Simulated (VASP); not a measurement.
# Al3GaAs4 (P-4m2) in VASP: density of states with PBE

Aim: the density of states of Al3GaAs4 with PBE.

Program: VASP 6.6.1. These are calculated values, not measurements. Logs are shortened: lines on timing, memory, paths and dates and some standing lists are left out, and cuts for length are marked.

### 1 The cell of the first run

Symmetry: P-4m2, No. 115, tetragonal system. The conventional cell has a = 4.055 Å, b = 4.055 Å, c = 11.456 Å, α = 90.00°, β = 90.00°, γ = 90.00°. Al (site symmetry 2mm) has 4 As at 2.48 Å within 3.3 Å. Al (site symmetry -4m2) has 4 As at 2.48 Å within 3.3 Å. Within 3.3 Å of Ga (site symmetry -4m2) lie 4 As at 2.49 Å. As (site symmetry 2mm) has 2 Al at 2.48 Å and 2 Ga at 2.49 Å within 3.3 Å. As (site symmetry 2mm) has 4 Al at 2.48 Å within 3.3 Å.

### 2 Density of states, PBE

POSCAR reads:

```
Al3GaAs4
1.0
    4.0554811000      0.0000000000      0.0000000000
    0.0000000000      4.0554811000      0.0000000000
    0.0000000000      0.0000000000     11.4558324000
Al Ga As
3 1 4
Direct
    0.0000000000      0.0000000000      0.7497630000
    0.0000000000      0.0000000000      0.2502370000
    0.5000000000      0.5000000000      0.5000000000
    0.5000000000      0.5000000000      0.0000000000
    0.5000000000      0.0000000000      0.8741310000
    0.0000000000      0.5000000000      0.1258690000
    0.5000000000      0.0000000000      0.3751050000
    0.0000000000      0.5000000000      0.6248950000
```

INCAR.step1 reads:

```
SYSTEM = Al3GaAs4
PREC = Accurate
ENCUT = 520
EDIFF = 1E-7
ISMEAR = 0
SIGMA = 0.02
LREAL = .FALSE.
LASPH = .TRUE.
NELM = 60
ALGO = Normal
ISIF = 2
LWAVE = .FALSE.
LCHARG = .TRUE.
GGA = PE
NBANDS = 31
```

KPOINTS.step1 reads:

```
Automatic mesh
0
G
  8 8 4
  0 0 0
```

INCAR.step2 reads:

```
SYSTEM = Al3GaAs4
PREC = Accurate
ENCUT = 520
EDIFF = 1E-7
ISMEAR = -5
SIGMA = 0.02
LREAL = .FALSE.
LASPH = .TRUE.
NELM = 60
ALGO = Normal
ISIF = 2
LWAVE = .FALSE.
LCHARG = .FALSE.
GGA = PE
LORBIT = 11
NBANDS = 31
NEDOS = 1001
ICHARG = 11
```

KPOINTS.step2 reads:

```
Automatic mesh
0
G
  12 12 6
  0 0 0
```

Potentials or basis: VASP PAW PBE potentials, release 64 (Al, Ga_d, As).

Started as:

```bash
cat potpaw_PBE.64/Al/POTCAR potpaw_PBE.64/Ga_d/POTCAR potpaw_PBE.64/As/POTCAR > POTCAR
cp INCAR.step1 INCAR
cp KPOINTS.step1 KPOINTS
mpirun -np 1 vasp_std > vasp.out
cp INCAR.step2 INCAR
cp KPOINTS.step2 KPOINTS
mpirun -np 1 vasp_std > vasp.out
```

OUTCAR:

```text
SYSTEM = Al3GaAs4
   PREC = Accurate
   ENCUT = 520
   EDIFF = 1E-7
   ISMEAR = -5
   LREAL = .FALSE.
   LASPH = .TRUE.
   NELM = 60
   ISIF = 2
   GGA = PE
   LORBIT = 11
   ICHARG = 11

 ion  position               nearest neighbor table
   1  0.000  0.000  0.750-   5 2.48   5 2.48   8 2.48   8 2.48
   2  0.000  0.000  0.250-   6 2.48   6 2.48   7 2.48   7 2.48
   3  0.500  0.500  0.500-   7 2.48   8 2.48   7 2.48   8 2.48
   4  0.500  0.500  0.000-   5 2.49   6 2.49   5 2.49   6 2.49
   5  0.500  0.000  0.874-   1 2.48   1 2.48   4 2.49   4 2.49
   6  0.000  0.500  0.126-   2 2.48   2 2.48   4 2.49   4 2.49
   7  0.500  0.000  0.375-   2 2.48   2 2.48   3 2.48   3 2.48
   8  0.000  0.500  0.625-   1 2.48   1 2.48   3 2.48   3 2.48

  LATTYP: Found a simple tetragonal cell.
 ALAT       =     4.0554811000
 C/A-ratio  =     2.8247776571

  Lattice vectors:

 A1 = (   4.0554811000,   0.0000000000,   0.0000000000)
 A2 = (   0.0000000000,   4.0554811000,   0.0000000000)
 A3 = (   0.0000000000,   0.0000000000,  11.4558324000)

Analysis of symmetry for initial positions (statically):
=====================================================================
 Subroutine PRICEL returns:
 Original cell was already a primitive cell.

 Routine SETGRP: Setting up the symmetry group for a
 simple tetragonal supercell.

 Subroutine GETGRP returns: Found  8 space group operations
 (whereof  8 operations were pure point group operations)
 out of a pool of 16 trial point group operations.

The static configuration has the point symmetry D_2d.

Analysis of symmetry for dynamics (positions and initial velocities):
=====================================================================
 Subroutine PRICEL returns:
 Original cell was already a primitive cell.

 Routine SETGRP: Setting up the symmetry group for a
 simple tetragonal supercell.

 Subroutine GETGRP returns: Found  8 space group operations
 (whereof  8 operations were pure point group operations)
 out of a pool of 16 trial point group operations.

The dynamic configuration has the point symmetry D_2d.

 Subroutine INISYM returns: Found  8 space group operations
 (whereof  8 operations are pure point group operations),
 and found     1 'primitive' translations

----------------------------------------------------------------------------------------

                                     Primitive cell

  volume of cell :     188.4132

  direct lattice vectors                    reciprocal lattice vectors
     4.055481100  0.000000000  0.000000000     0.246579869  0.000000000  0.000000000
     0.000000000  4.055481100  0.000000000     0.000000000  0.246579869  0.000000000
     0.000000000  0.000000000 11.455832400     0.000000000  0.000000000  0.087291780

  length of vectors
     4.055481100  4.055481100 11.455832400     0.246579869  0.246579869  0.087291780

  position of ions in fractional coordinates (direct lattice)
     0.000000000  0.000000000  0.749763000
     0.000000000  0.000000000  0.250237000
     0.500000000  0.500000000  0.500000000
     0.500000000  0.500000000  0.000000000
     0.500000000  0.000000000  0.874131000
     0.000000000  0.500000000  0.125869000
     0.500000000  0.000000000  0.375105000
     0.000000000  0.500000000  0.624895000

  ion indices of the primitive-cell ions
   primitive index   ion index
                 1           1
                 2           2
                 3           3
                 4           4
                 5           5
                 6           6
                 7           7
                 8           8

----------------------------------------------------------------------------------------

 KPOINTS: Automatic mesh

Automatic generation of k-mesh.
 Grid dimensions read from file:
 generate k-points for:   12   12    6

 Generating k-lattice:

  Cartesian coordinates                     Fractional coordinates (reciprocal lattice)
     0.020548322  0.000000000  0.000000000     0.083333333  0.000000000  0.000000000
     0.000000000  0.020548322  0.000000000     0.000000000  0.083333333  0.000000000
     0.000000000  0.000000000  0.014548630     0.000000000  0.000000000  0.166666667

  Length of vectors
     0.020548322  0.020548322  0.014548630

  Shift w.r.t. Gamma in fractional coordinates (k-lattice)
     0.000000000  0.000000000  0.000000000

 TETIRR: Found   1296 inequivalent tetrahedra from     5184

 Subroutine IBZKPT returns following result:
 ===========================================

 Found    112 irreducible k-points:

 Following reciprocal coordinates:
            Coordinates               Weight
  0.000000  0.000000  0.000000      1.000000
  0.083333  0.000000  0.000000      4.000000
  0.166667  0.000000  0.000000      4.000000
  0.250000  0.000000  0.000000      4.000000
  0.333333  0.000000  0.000000      4.000000
  0.416667  0.000000  0.000000      4.000000
[... 16 lines left out ...]
  0.333333  0.333333  0.000000      4.000000
  0.416667  0.333333  0.000000      8.000000
 [... further k-points ...]
   k-points           NKPTS =    112   k-points in BZ     NKDIM =    112   number of bands    NBANDS=     31
   number of dos      NEDOS =   1001   number of ions     NIONS =      8
   total plane-waves  NPLWV =  81000
   dimension x,y,z NGX =    30 NGY =   30 NGZ =   90
   dimension x,y,z NGXF=    60 NGYF=   60 NGZF=  180
   ions per type =               3   1   4
   NGX,Y,Z   is equivalent  to a cutoff of  12.30, 12.30, 13.06 a.u.
   NGXF,Y,Z  is equivalent  to a cutoff of  24.60, 24.60, 26.12 a.u.
 SYSTEM =  Al3GaAs4
   PREC   = accura    normal or accurate (medium, high low for compatibility)
   ISTART =      0    job   : 0-new  1-cont  2-samecut
   ICHARG =     11    charge: 1-file 2-atom 10-const
   ISPIN  =      1    spin polarized calculation?
   LNONCOLLINEAR =      F non collinear calculations
   LSORBIT =      F    spin-orbit coupling
   LASPH  =      T    aspherical Exc in radial PAW
   ENCUT  =  520.0 eV  38.22 Ry    6.18 a.u.   7.54  7.54 21.30*2*pi/ulx,y,z
   NELM   =     60;   NELMIN=  2; NELMDL=  0     # of ELM steps
   EDIFF  = 0.1E-06   stopping-criterion for ELM
   LREAL  =      F    real-space projection
   EDIFFG = 0.1E-05   stopping-criterion for IOM
   NSW    =      0    number of steps for IOM
   IBRION =     -1    ionic relax: 0-MD 1-quasi-New 2-CG
   NFREE  =      0    steps in history (QN), initial steepest desc. (CG)
   ISIF   =      2    stress and relaxation
   ISYM   =      2    0-nonsym 1-usesym 2-fastsym
   POTIM  = 0.5000    time-step for ionic-motion
   TEBEG  =    0.0;   TEEND  =   0.0 temperature during run
   PSTRESS=    0.0 pullay stress
   NELECT =      42.0000    total number of electrons
   NUPDOWN=      -1.0000    fix difference up-down
   EMIN   =  10.00;   EMAX   =-10.00  energy-range for DOS
   EFERMI =   0.00;   METHOD = LEGACY
   ISMEAR =    -5;   SIGMA  =   0.02  broadening in eV -4-tet -1-fermi 0-gaus
   EFERMI_NEDOS =   21; number of points for ismear=-14 and -15
   IALGO  =     38    algorithm
   IMIX   =      4    mixing-type and parameters
     AMIX     =   0.40;   BMIX     =  1.00
     AMIX_MAG =   1.60;   BMIX_MAG =  1.00
  volume/ion in A,a.u.               =      23.55       158.93
  Fermi-wavevector in a.u.,A,eV,Ry     =   0.992630  1.875799 13.406019  0.985315
  Thomas-Fermi vector in A             =   2.124455
   LORBIT       =     11    0 simple, 1 ext, 2 COOP (PROOUT), +10 PAW based schemes
   GGA     = PE    functional components
   LHFCALC =     F    Hartree Fock is set to
   AEXX    =    0.0000 exact exchange contribution
   IVDW    =     0    specifies the selected vdW correction
   LEPSILON=     F    determine dielectric tensor
   LRPA    =     F    only Hartree local field effects (RPA)
 non-spin polarized calculation
 Fermi weights with tetrahedron method with Bloechl corrections
  energy-cutoff  :      520.00
  volume of cell :      188.41
 maximum number of plane-waves:      5129

 number of electron      42.0000026 magnetization

 Free energy of the ion-electron system (eV)
  ---------------------------------------------------
  ext. energy  EPLUGINS =         0.00000000
  ---------------------------------------------------
  free energy    TOTEN  =       -36.42547419 eV

  energy without entropy =      -36.42547419  energy(sigma->0) =      -36.42547419

 E-fermi :   3.5864     XC(G=0):  -9.0218

 val. band max:        3.5681927024   @ k =   0.0000   0.0000   0.0000
 cond. band min:       4.8384483640   @ k =   0.0000   0.0000   0.0000
 fundamental gap:      1.2702556616
 Fermi energy:         3.5863544974

 k-point     1 :       0.0000    0.0000    0.0000
  band No.  band energies     occupation
      1     -10.9223      2.00000
      2     -10.8549      2.00000
      3     -10.8549      2.00000
      4     -10.8163      2.00000
      5     -10.8005      2.00000
      6      -8.2982      2.00000
[... 23 lines left out ...]
     30       7.6578      0.00000
     31       7.6578      0.00000

 k-point     2 :       0.0833    0.0000    0.0000
  band No.  band energies     occupation
      1     -10.9210      2.00000
      2     -10.8573      2.00000
      3     -10.8548      2.00000
      4     -10.8157      2.00000
      5     -10.8010      2.00000
      6      -8.2522      2.00000
[... 23 lines left out ...]
     30       7.7024      0.00000
     31       7.8647      0.00000

 k-point     3 :       0.1667    0.0000    0.0000
  band No.  band energies     occupation
      1     -10.9175      2.00000
      2     -10.8635      2.00000
      3     -10.8545      2.00000
      4     -10.8141      2.00000
      5     -10.8024      2.00000
      6      -8.1170      2.00000
[... 703 lines left out ...]
     30       9.4206      0.00000
     31       9.4938      0.00000

 k-point    24 :       0.4167    0.3333    0.0000
  band No.  band energies     occupation
      1     -10.9035      2.00000
      2     -10.8955      2.00000
      3     -10.8409      2.00000
      4     -10.8154      2.00000
      5     -10.8049      2.00000
      6      -6.7468      2.00000
[... 23 lines left out ...]
     30       9.6047      0.00000
     31       9.7753      0.00000

 [... further k-points ...]
[... 5 lines left out ...]
  --------------------------------------------------------------------------------------
  -------------------------------------------------------------------------------------
  Total        0.1135955      0.1135955      0.1480260      0.0000000      0.0000000      0.0000000
  in kB        0.9659622      0.9659622      1.2587434      0.0000000      0.0000000      0.0000000
  external PRESSURE =       1.0635559 kB  Pullay stress =       0.0000000 kB

 VOLUME and BASIS-vectors are now :
 -----------------------------------------------------------------------------
  energy-cutoff  :      520.00
  volume of cell :      188.41
      direct lattice vectors                 reciprocal lattice vectors
     4.055481100  0.000000000  0.000000000     0.246579869  0.000000000  0.000000000
     0.000000000  4.055481100  0.000000000     0.000000000  0.246579869  0.000000000
     0.000000000  0.000000000 11.455832400     0.000000000  0.000000000  0.087291780

 POSITION                                       TOTAL-FORCE (eV/Angst)
 -----------------------------------------------------------------------------------
      0.00000      0.00000      8.58916        -0.000000      0.000000     -0.000949
      0.00000      0.00000      2.86667         0.000000      0.000000      0.000949
      2.02774      2.02774      5.72792         0.000000      0.000000      0.000000
      2.02774      2.02774      0.00000         0.000000     -0.000000      0.000000
      2.02774      0.00000     10.01390         0.000000      0.000000     -0.004367
      0.00000      2.02774      1.44193        -0.000000      0.000000      0.004367
      2.02774      0.00000      4.29714         0.000000      0.000000     -0.000153
      0.00000      2.02774      7.15869         0.000000      0.000000      0.000153
 -----------------------------------------------------------------------------------
    total drift:                                0.000000      0.000000     -0.000000

  FREE ENERGIE OF THE ION-ELECTRON SYSTEM (eV)
  ---------------------------------------------------
  free  energy   TOTEN  =       -36.4254741892 eV

  energy  without entropy=      -36.4254741892  energy(sigma->0) =      -36.42547419

 total charge

# of ion       s       p       d       tot
------------------------------------------
    1        0.405   0.358   0.000   0.763
    2        0.405   0.358   0.000   0.763
    3        0.404   0.355   0.000   0.760
    4        0.878   0.750   9.987  11.615
    5        1.203   1.613   0.026   2.841
    6        1.203   1.613   0.026   2.841
    7        1.195   1.655   0.023   2.874
    8        1.195   1.655   0.023   2.874
--------------------------------------------------
tot          6.889   8.356  10.084  25.330
```

Run time: 16 min. Hardware: 1 thread of Oxide Virtual Turin-like, shared host; peak memory 0.65 GiB.

Results:

| Property | Result |
| --- | --- |
| Valence electrons inside the program's atomic spheres | Al 0.76; Ga 11.62; As 2.84, 2.87 |
